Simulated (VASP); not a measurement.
# SiGe7 (P6_3mc) in VASP: relaxation of cell and atoms with PBE

Aim: the relaxation of cell and atoms of SiGe7 with PBE.

Program: VASP 6.6.1. These are calculated values, not measurements. Logs are shortened: lines on timing, memory, paths and dates and some standing lists are left out, and cuts for length are marked.

### Step 1. The cell of the first run

The structure is hexagonal, space group P6_3mc (No. 186). The conventional cell has a = 7.960 Å, b = 7.960 Å, c = 6.570 Å, α = 90.00°, β = 90.00°, γ = 120.00°. Within 3.2 Å of Si (site symmetry 3m) lie 4 Ge at 2.44 to 2.46 Å. Within 3.2 Å of Ge (site symmetry m) lie 1 Si at 2.44 Å and 3 Ge at 2.44 to 2.46 Å. Within 3.2 Å of Ge (site symmetry 3m) lie 3 Ge at 2.44 Å and 1 Si at 2.46 Å. Ge (site symmetry m) has 4 Ge at 2.44 to 2.46 Å within 3.2 Å.

### Step 2. Relaxation of cell and atoms, PBE

Input file INCAR:

```
ALGO = Normal ; EDIFF = 1E-6
EDIFFG = -0.08 ; ENCUT = 600
GGA = PE ; IBRION = 2
ISIF = 3 ; ISMEAR = 0
LASPH = True ; LCHARG = False
LREAL = Auto ; LWAVE = False
NELM = 60 ; NSW = 36
PREC = Accurate ; SIGMA = 0.2
```

Input file KPOINTS:

```
k-points
0
Gamma
  3 3 3
```

Input file POSCAR:

```
SiGe7
1.0
    7.9600000000      0.0000000000      0.0000000000
   -3.9800000000      6.8935622100      0.0000000000
    0.0000000000      0.0000000000      6.5700000000
Si Ge
2 14
Direct
    0.3333333300      0.6666666700      0.5000000000
    0.6666666700      0.3333333300      0.0000000000
    0.6666660000      0.8333330000      0.3750000000
    0.1666670000      0.3333340000      0.3750000000
    0.1666670000      0.8333330000      0.3750000000
    0.6666666700      0.3333333300      0.3750000000
    0.8333330000      0.6666660000      0.5000000000
    0.8333330000      0.1666670000      0.5000000000
    0.3333340000      0.1666670000      0.5000000000
    0.3333333300      0.6666666700      0.8750000000
    0.6666660000      0.8333330000      0.0000000000
    0.1666670000      0.3333340000      0.0000000000
    0.1666670000      0.8333330000      0.0000000000
    0.8333330000      0.6666660000      0.8750000000
    0.8333330000      0.1666670000      0.8750000000
    0.3333340000      0.1666670000      0.8750000000
```

Potentials or basis: VASP PAW PBE potentials, release 64 (Si, Ge_d).

Command:

```console
cat potpaw_PBE.64/Si/POTCAR potpaw_PBE.64/Ge_d/POTCAR > POTCAR
mpirun -np 1 vasp_std > vasp.out
```

OUTCAR:

```text
EDIFF = 1E-6
   EDIFFG = -0.08
   ENCUT = 600
   GGA = PE
   IBRION = 2
   ISIF = 3
   ISMEAR = 0
   LASPH = True
   LREAL = Auto
   NELM = 60
   NSW = 36
   PREC = Accurate

 ion  position               nearest neighbor table
   1  0.333  0.667  0.500-   5 2.44   4 2.44   3 2.44  10 2.46
   2  0.667  0.333  0.000-  15 2.44  14 2.44  16 2.44   6 2.46
   3  0.667  0.833  0.375-   1 2.44   8 2.44   7 2.44  11 2.46
   4  0.167  0.333  0.375-   1 2.44   8 2.44   9 2.44  12 2.46
   5  0.167  0.833  0.375-   1 2.44   9 2.44   7 2.44  13 2.46
   6  0.667  0.333  0.375-   8 2.44   7 2.44   9 2.44   2 2.46
[... 8 lines left out ...]
  15  0.833  0.167  0.875-   2 2.44  11 2.44  12 2.44   8 2.46
  16  0.333  0.167  0.875-   2 2.44  13 2.44  12 2.44   9 2.46

  LATTYP: Found a hexagonal cell.
 ALAT       =     7.9600000000
 C/A-ratio  =     0.8253768844

  Lattice vectors:

 A1 = (   7.9600000000,   0.0000000000,   0.0000000000)
 A2 = (  -3.9800000000,   6.8935622100,   0.0000000000)
 A3 = (   0.0000000000,   0.0000000000,   6.5700000000)

Analysis of symmetry for initial positions (statically):
=====================================================================
 Subroutine PRICEL returns:
 Original cell was already a primitive cell.

 Routine SETGRP: Setting up the symmetry group for a
 hexagonal supercell.

 Subroutine GETGRP returns: Found 12 space group operations
 (whereof  6 operations were pure point group operations)
 out of a pool of 24 trial point group operations.

The static configuration has the point symmetry C_3v.
 The point group associated with its full space group is C_6v.

Analysis of symmetry for dynamics (positions and initial velocities):
=====================================================================
 Subroutine PRICEL returns:
 Original cell was already a primitive cell.

 Routine SETGRP: Setting up the symmetry group for a
 hexagonal supercell.

 Subroutine GETGRP returns: Found 12 space group operations
 (whereof  6 operations were pure point group operations)
 out of a pool of 24 trial point group operations.

The dynamic configuration has the point symmetry C_3v.
 The point group associated with its full space group is C_6v.

 Subroutine INISYM returns: Found 12 space group operations
 (whereof  6 operations are pure point group operations),
 and found     1 'primitive' translations

----------------------------------------------------------------------------------------

                                     Primitive cell

  volume of cell :     360.5140

  direct lattice vectors                    reciprocal lattice vectors
     7.960000000  0.000000000  0.000000000     0.125628141  0.072531441  0.000000000
    -3.980000000  6.893562210  0.000000000     0.000000000  0.145062882  0.000000000
     0.000000000  0.000000000  6.570000000     0.000000000  0.000000000  0.152207002

  length of vectors
     7.960000000  7.959999996  6.570000000     0.145062882  0.145062882  0.152207002

  position of ions in fractional coordinates (direct lattice)
     0.333333330  0.666666670  0.500000000
     0.666666670  0.333333330  0.000000000
     0.666666000  0.833333000  0.375000000
     0.166667000  0.333334000  0.375000000
     0.166667000  0.833333000  0.375000000
     0.666666670  0.333333330  0.375000000
[... 8 lines left out ...]
     0.833333000  0.166667000  0.875000000
     0.333334000  0.166667000  0.875000000

  ion indices of the primitive-cell ions
   primitive index   ion index
                 1           1
                 2           2
                 3           3
                 4           4
                 5           5
                 6           6
[... 8 lines left out ...]
                15          15
                16          16

----------------------------------------------------------------------------------------

 KPOINTS: k-points

Automatic generation of k-mesh.
 Grid dimensions read from file:
 generate k-points for:    3    3    3

 Generating k-lattice:

  Cartesian coordinates                     Fractional coordinates (reciprocal lattice)
     0.041876047  0.024177147  0.000000000     0.333333333  0.000000000  0.000000000
     0.000000000  0.048354294  0.000000000     0.000000000  0.333333333  0.000000000
     0.000000000  0.000000000  0.050735667     0.000000000  0.000000000  0.333333333

  Length of vectors
     0.048354294  0.048354294  0.050735667

  Shift w.r.t. Gamma in fractional coordinates (k-lattice)
     0.000000000  0.000000000  0.000000000

 Subroutine IBZKPT returns following result:
 ===========================================

 Found      6 irreducible k-points:

 Following reciprocal coordinates:
            Coordinates               Weight
  0.000000  0.000000  0.000000      1.000000
  0.333333  0.000000  0.000000      6.000000
  0.333333  0.333333  0.000000      2.000000
  0.000000  0.000000  0.333333      2.000000
  0.333333  0.000000  0.333333     12.000000
  0.333333  0.333333  0.333333      4.000000
   k-points           NKPTS =      6   k-points in BZ     NKDIM =      6   number of bands    NBANDS=    122
   number of dos      NEDOS =    301   number of ions     NIONS =     16
   total plane-waves  NPLWV = 221184
   dimension x,y,z NGX =    64 NGY =   64 NGZ =   54
   dimension x,y,z NGXF=   128 NGYF=  128 NGZF=  108
   ions per type =               2  14
   NGX,Y,Z   is equivalent  to a cutoff of  13.37, 13.37, 13.66 a.u.
   NGXF,Y,Z  is equivalent  to a cutoff of  26.73, 26.73, 27.33 a.u.
 SYSTEM =  unknown system
   PREC   = accura    normal or accurate (medium, high low for compatibility)
   ISTART =      0    job   : 0-new  1-cont  2-samecut
   ICHARG =      2    charge: 1-file 2-atom 10-const
   ISPIN  =      1    spin polarized calculation?
   LNONCOLLINEAR =      F non collinear calculations
   LSORBIT =      F    spin-orbit coupling
   LASPH  =      T    aspherical Exc in radial PAW
   ENCUT  =  600.0 eV  44.10 Ry    6.64 a.u.  15.90 15.90 13.12*2*pi/ulx,y,z
   NELM   =     60;   NELMIN=  2; NELMDL= -5     # of ELM steps
   EDIFF  = 0.1E-05   stopping-criterion for ELM
   LREAL  =      T    real-space projection
   EDIFFG = -.8E-01   stopping-criterion for IOM
   NSW    =     36    number of steps for IOM
   IBRION =      2    ionic relax: 0-MD 1-quasi-New 2-CG
   NFREE  =      1    steps in history (QN), initial steepest desc. (CG)
   ISIF   =      3    stress and relaxation
   ISYM   =      2    0-nonsym 1-usesym 2-fastsym
   POTIM  = 0.5000    time-step for ionic-motion
   TEBEG  =    0.0;   TEEND  =   0.0 temperature during run
   PSTRESS=    0.0 pullay stress
   NELECT =     204.0000    total number of electrons
   NUPDOWN=      -1.0000    fix difference up-down
   EMIN   =  10.00;   EMAX   =-10.00  energy-range for DOS
   EFERMI =   0.00;   METHOD = LEGACY
   ISMEAR =     0;   SIGMA  =   0.20  broadening in eV -4-tet -1-fermi 0-gaus
   EFERMI_NEDOS =   21; number of points for ismear=-14 and -15
   IALGO  =     38    algorithm
   IMIX   =      4    mixing-type and parameters
     AMIX     =   0.40;   BMIX     =  1.00
     AMIX_MAG =   1.60;   BMIX_MAG =  1.00
  volume/ion in A,a.u.               =      22.53       152.05
  Fermi-wavevector in a.u.,A,eV,Ry     =   1.354080  2.558839 24.946709  1.833531
  Thomas-Fermi vector in A             =   2.481281
   LORBIT       =      0    0 simple, 1 ext, 2 COOP (PROOUT), +10 PAW based schemes
   GGA     = PE    functional components
   LHFCALC =     F    Hartree Fock is set to
   AEXX    =    0.0000 exact exchange contribution
   IVDW    =     0    specifies the selected vdW correction
   LEPSILON=     F    determine dielectric tensor
   LRPA    =     F    only Hartree local field effects (RPA)
 conjugate gradient relaxation of ions
 non-spin polarized calculation
 Gauss-broadening in eV      SIGMA  =   0.20
  energy-cutoff  :      600.00
  volume of cell :      360.51
 maximum number of plane-waves:     12039
 NGX is ok and might be reduce to    64
   NGX = 31   NGY = 31   NGZ = 27

--------------------------------------- Ionic step        1  -------------------------------------------

 number of electron     203.9999947 magnetization

 Free energy of the ion-electron system (eV)
  ---------------------------------------------------
  ext. energy  EPLUGINS =         0.00000000
  ---------------------------------------------------
  free energy    TOTEN  =       -73.35483880 eV

  energy without entropy =      -73.33260329  energy(sigma->0) =      -73.34372105

------------------------ aborting loop because EDIFF is reached ----------------------------------------

  FORCE on cell =-STRESS in cart. coord.  units (eV):
  Direction    XX          YY          ZZ          XY          YZ          ZX
  --------------------------------------------------------------------------------------
  -------------------------------------------------------------------------------------
  Total        5.9565433      5.9565433      4.3103435      0.0000000      0.0000000      0.0000000
  in kB       26.4717558     26.4717558     19.1558015      0.0000000      0.0000000      0.0000000
  external PRESSURE =      24.0331044 kB  Pullay stress =       0.0000000 kB
[... 35 lines left out ...]
  energy  without entropy=      -73.3326032949  energy(sigma->0) =      -73.34372105

--------------------------------------- Ionic step        2  -------------------------------------------

 number of electron     203.9999989 magnetization

 E-fermi :   4.5920     XC(G=0):  -9.5912

 val. band max:        4.5144437082   @ k =   0.0000   0.0000   0.0000
 cond. band min:       4.7051360860   @ k =   0.0000   0.0000   0.0000
 fundamental gap:      0.1906923778
 Fermi energy:         4.5920109877

 k-point     1 :       0.0000    0.0000    0.0000
  band No.  band energies     occupation
      1     -20.1906      2.00000
      2     -20.1906      2.00000
      3     -20.1876      2.00000
      4     -20.1859      2.00000
      5     -20.1859      2.00000
      6     -20.1707      2.00000
[... 691 lines left out ...]
    113       7.8863      0.00000
    114       7.9653      0.00000
 [bands above 114 left out]

------------------------ aborting loop because EDIFF is reached ----------------------------------------

  FORCE on cell =-STRESS in cart. coord.  units (eV):
  Direction    XX          YY          ZZ          XY          YZ          ZX
  --------------------------------------------------------------------------------------
  -------------------------------------------------------------------------------------
  Total       -1.9370105     -1.9370105     -0.8213225      0.0000000      0.0000000      0.0000000
  in kB       -8.2007039     -8.2007039     -3.4772257      0.0000000      0.0000000      0.0000000
  external PRESSURE =      -6.6262112 kB  Pullay stress =       0.0000000 kB
[... 235 lines left out ...]
  energy  without entropy=      -73.4996989694  energy(sigma->0) =      -73.51190057

--------------------------------------- Ionic step        7  -------------------------------------------

 number of electron     203.9999961 magnetization

 Free energy of the ion-electron system (eV)
  ---------------------------------------------------
  ext. energy  EPLUGINS =         0.00000000
  ---------------------------------------------------
  free energy    TOTEN  =       -73.52580185 eV

  energy without entropy =      -73.50169483  energy(sigma->0) =      -73.51374834

 E-fermi :   4.7263     XC(G=0):  -9.6466

 val. band max:        4.6271482257   @ k =   0.0000   0.0000   0.0000
 cond. band min:       4.7368230897   @ k =   0.0000   0.0000   0.0000
 fundamental gap:      0.1096748640
 Fermi energy:         4.7263032499

 k-point     1 :       0.0000    0.0000    0.0000
  band No.  band energies     occupation
      1     -20.0882      2.00000
      2     -20.0882      2.00000
      3     -20.0856      2.00000
      4     -20.0843      2.00000
      5     -20.0843      2.00000
      6     -20.0694      2.00000
[... 691 lines left out ...]
    113       7.9980      0.00000
    114       8.1121      0.00000
 [bands above 114 left out]

------------------------ aborting loop because EDIFF is reached ----------------------------------------

  FORCE on cell =-STRESS in cart. coord.  units (eV):
  Direction    XX          YY          ZZ          XY          YZ          ZX
  --------------------------------------------------------------------------------------
  -------------------------------------------------------------------------------------
  Total       -0.0374774     -0.0374774      0.4473488      0.0000000      0.0000000     -0.0000000
  in kB       -0.1605870     -0.1605870      1.9168445      0.0000000      0.0000000     -0.0000000
  external PRESSURE =       0.5318902 kB  Pullay stress =       0.0000000 kB
[... 31 lines left out ...]
  FREE ENERGIE OF THE ION-ELECTRON SYSTEM (eV)
  ---------------------------------------------------
  free  energy   TOTEN  =       -73.5258018514 eV

  energy  without entropy=      -73.5016948341  energy(sigma->0) =      -73.51374834

 reached required accuracy - stopping structural energy minimisation
```

Run time: 40 min. Hardware: 1 thread of Intel Xeon Platinum 8559C (Emerald Rapids), shared host; peak memory 0.63 GiB.

Results:

- Free energy: -73.5258 eV
- Relaxed volume: 23.37 Å³/atom
- Relaxed cell: a = 8.068 Å, b = 8.068 Å, c = 6.633 Å, α = 90.00°, β = 90.00°, γ = 120.00°
- Space group after relaxing (to 0.1 Å): P6_3mc (No. 186)
- Energy gained by relaxing: 10.7 meV/atom
- Ionic steps: 7
- Pressure after relaxing: 0.1 GPa
- Largest force after relaxing: 0.032 eV/Å
- Band gap on the k mesh: 0.08 eV

Forces in eV/Å, atoms in the order of the input:
```
Si   0.000  0.000 -0.024
Si   0.000  0.000 -0.024
Ge   0.023  0.013  0.019
Ge   0.000 -0.026  0.019
Ge  -0.023  0.013  0.019
Ge   0.000  0.000  0.026
Ge   0.000 -0.025 -0.020
Ge  -0.022  0.013 -0.020
Ge   0.022  0.013 -0.020
Ge   0.000  0.000  0.026
Ge  -0.022 -0.013 -0.020
Ge   0.000  0.025 -0.020
Ge   0.022 -0.013 -0.020
Ge   0.000  0.026  0.019
Ge   0.023 -0.013  0.019
Ge  -0.023 -0.013  0.019
```

The path:
| step | energy change (eV) | largest force (eV/Å) | pressure (GPa) | volume (Å³) |
| --- | --- | --- | --- | --- |
| 1 | 0.0000 | 0.5229 | 2.40 | 360.51 |
| 2 | -0.1448 | 0.2041 | -0.66 | 378.44 |
| 3 | -0.1485 | 0.2337 | -0.27 | 375.89 |
| 4 | -0.1662 | 0.1264 | -0.13 | 374.89 |
| 5 | -0.1692 | 0.0899 | -0.10 | 374.37 |
| 6 | -0.1693 | 0.0819 | -0.01 | 374.26 |
| 7 | -0.1710 | 0.0324 | 0.05 | 373.91 |

Final structure:
```
Si Ge
1.0
     8.06792    0.00000    0.00000
    -4.03396    6.98702    0.00000
     0.00000    0.00000    6.63310
Si Ge
2 14
Cartesian
  0.0000 4.6580 3.3199
  4.0340 2.3290 0.0033
  1.9834 5.8031 2.4996
  0.0000 2.3678 2.4996
  -1.9834 5.8031 2.4996
  4.0340 2.3290 2.4411
  4.0340 4.6511 3.3187
  6.0450 1.1680 3.3187
  2.0230 1.1680 3.3187
  0.0000 4.6580 5.7576
  2.0110 5.8191 0.0022
  0.0000 2.3359 0.0022
  -2.0110 5.8191 0.0022
  4.0340 4.6192 5.8161
  6.0173 1.1839 5.8161
  2.0506 1.1839 5.8161
```

Levels at points of the mesh, in eV from the valence-band top:
```
           k point  band 99  band 100  band 101  band 102  band 103  band 104  band 105  band 106
(0.00, 0.00, 0.00)    -1.32     -0.19     -0.11      0.00      0.08      0.08      0.44      0.44
```

Caveat: the smearing spreads over this small gap; semilocal functionals underestimate gaps, and a narrow one can read as zero; the relaxation stopped at a loose force limit of 0.08 eV/Å, so its end isn't a converged minimum. A k mesh can miss the band edges.

The gap in the log of VASP goes by the Fermi energy; the results here count the filled bands.